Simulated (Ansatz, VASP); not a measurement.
# Two plane-wave programs on HfC

INCAR

```
PREC = Accurate ; ENCUT = 520
EDIFF = 1E-8 ; ISMEAR = -1
SIGMA = 0.05 ; LREAL = F
LASPH = T ; NELM = 60
ALGO = Normal ; ISIF = 2
LWAVE = F ; LCHARG = F
GGA = PE ; LEFG = T
NBANDS = 14
```

File KPOINTS:

```
regular mesh
0
Gamma
  15 15 15
```

POSCAR

```
HfC
1.0
    0.0000000000      2.3555956139      2.3555956139
    2.3555956139      0.0000000000      2.3555956139
    2.3555956139      2.3555956139      0.0000000000
Hf C
1 1
Direct
    0.5000000000      0.5000000000      0.5000000000
    0.0000000000      0.0000000000      0.0000000000
```

Input for Ansatz:

```yaml
crystal:
  lattice:
    - [0.0, 2.3555956139, 2.3555956139]
    - [2.3555956139, 0.0, 2.3555956139]
    - [2.3555956139, 2.3555956139, 0.0]
  atoms:
    - { symbol: Hf, position: [0.5, 0.5, 0.5] }
    - { symbol: C, position: [0.0, 0.0, 0.0] }
kpoints:
  mp_grid: { grid: [15, 15, 15] }
scf:
  occupations: { method: fermi_dirac, width: 0.05 }
hamiltonian:
  xc: pbe
  pseudopotentials: { kind: paw }
output:
  forces: true
  stress: true
  eigenvalues: true
  efg: { contact_densities: true }
```

Change from the starting cell: volume scaled by 1.04, PAW files.

Alike in both runs: task electric field gradients; functional PBE; k mesh 15 × 15 × 15; occupations fermi-dirac, width 0.05 eV; no spin polarisation.

|  | VASP | Ansatz |
| --- | --- | --- |
| version | VASP 6.6.1 | Ansatz 0.2.0 |
| potentials or method | VASP PAW PBE potentials, release 64 (Hf_pv, C) | PAW with Ansatz's default frozen-core files, scalar-relativistic |
| plane-wave cutoff (eV) | 520 | 420 |
| valence electrons in the cell | 14 | 30 |

```csv
,VASP,Ansatz,Ansatz less VASP
pressure (GPa),-9.1,-8.3,+0.75
```

VASP's potentials hold 14 valence electrons a cell and Ansatz's 30, so a difference there can come from the potentials and not from the codes.

Neither program's run includes spin-orbit coupling.
